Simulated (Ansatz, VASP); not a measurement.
# Cl in VASP and in Ansatz

Contents of INCAR:

```
SYSTEM = Cl
ALGO = Normal
EDIFF = 1E-6
ENCUT = 520
GGA = PE
ISIF = 2
ISMEAR = -1
LASPH = .TRUE.
LCHARG = .TRUE.
LELF = .TRUE.
LREAL = .FALSE.
LVHAR = .TRUE.
LWAVE = .FALSE.
NBANDS = 22
NELM = 80
PREC = Accurate
SIGMA = 0.05
```

KPOINTS

```
k-points
0
G
  4 4 2
  0 0 0
```

Contents of POSCAR:

```
Cl
1.0
    3.1450000000     -2.2500000000      0.0000000000
    3.1450000000      2.2500000000      0.0000000000
    0.0000000000      0.0000000000      8.2100000000
Cl
4
Direct
    0.3700000000      0.6300000000      0.4000000000
    0.1300000000      0.8700000000      0.9000000000
    0.6300000000      0.3700000000      0.6000000000
    0.8700000000      0.1300000000      0.1000000000
```

Contents of input.yaml:

```yaml
crystal:
  lattice:
    - [3.145, -2.25, 0.0]
    - [3.145, 2.25, 0.0]
    - [0.0, 0.0, 8.21]
  atoms:
    - { symbol: Cl, position: [0.37, 0.63, 0.4] }
    - { symbol: Cl, position: [0.13, 0.87, 0.9] }
    - { symbol: Cl, position: [0.63, 0.37, 0.6] }
    - { symbol: Cl, position: [0.87, 0.13, 0.1] }
hamiltonian:
  xc: pbe
  pseudopotentials: { kind: paw }
kpoints:
  mp_grid: { grid: [4, 4, 2] }
scf:
  occupations: { method: fermi_dirac, width: 0.05 }
output:
  forces: true
  stress: true
  eigenvalues: true
  write_density: true
  write_potential: true
  elf: true
  volumetric_format: npy
```

Alike in both runs: task single point; functional PBE; k mesh 4 × 4 × 2; occupations fermi-dirac, width 0.05 eV; no spin polarisation.

```csv
,VASP,Ansatz
version,VASP 6.6.1,Ansatz 0.2.0
potentials or method,"VASP PAW PBE potentials, release 64 (Cl)",Ansatz PAW
plane-wave cutoff (eV),520,420
valence electrons in the cell,28,28
```

|  | VASP | Ansatz | Ansatz less VASP |
| --- | --- | --- | --- |
| gap on the k mesh at the Fermi level (eV) | 2.54 | 2.49 | -0.047 |
| least direct gap on the mesh (eV) | 2.59 | 2.55 | -0.047 |
| pressure (GPa) | 0.3 | 0.7 | +0.38 |
| traceless stress, the component that is largest in VASP (GPa) | 0.91 | 0.60 | -0.312 |
| rms of the force components (eV/Å) | 0.101 | 0.056 | -0.0458 |

Atom by atom the forces differ by 0.106 eV/Å (rms over components).

The k mesh is coarse, so the values compare programs but aren't converged.
